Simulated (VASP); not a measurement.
Ta4Cu, 5 atoms in the cell. The structure is cubic, space group Im-3m (No. 229). The conventional cell has a = 5.818 Å, b = 5.818 Å, c = 5.818 Å, α = 90.00°, β = 90.00°, γ = 90.00°. Ta (site symmetry -3m) has 2 Cu at 2.52 Å and 6 Ta at 2.91 Å within 3.3 Å. Cu (site symmetry m-3m) has 8 Ta at 2.52 Å within 3.3 Å. The cell was generated, and may not be a known phase.

| Quantity | Value |
| --- | --- |
| Program | VASP 6.6.1 |
| Task | single point |
| Functional | PBE |
| Potentials or basis | VASP PAW PBE potentials, release 64 (Ta_pv, Cu) |
| Cutoff | 520 eV |
| k mesh | 10 × 10 × 10 |
| Occupations | gaussian, width 0.1 eV |
| Spin | no spin polarisation |
| Dipole correction | no |
| Further INCAR settings | ALGO = Fast; EDIFF = 1e-07; NBANDS = 36 |

Potentials or basis: VASP PAW PBE potentials, release 64 (Ta_pv, Cu).

The run is started by

```sh
$ cat potpaw_PBE.64/Ta_pv/POTCAR potpaw_PBE.64/Cu/POTCAR > POTCAR
$ mpirun -np 1 vasp_std > vasp.out
```

Hardware: 1 thread of Intel(R) Xeon(R) 6975P-C (Granite Rapids) (shared host).

Question: How long does it take, and how much memory?

Answer: Wall time 3 min on 1 thread of Intel(R) Xeon(R) 6975P-C (Granite Rapids) (shared host), peak memory 0.34 GiB. Counts: scf iterations 25, k points 47.
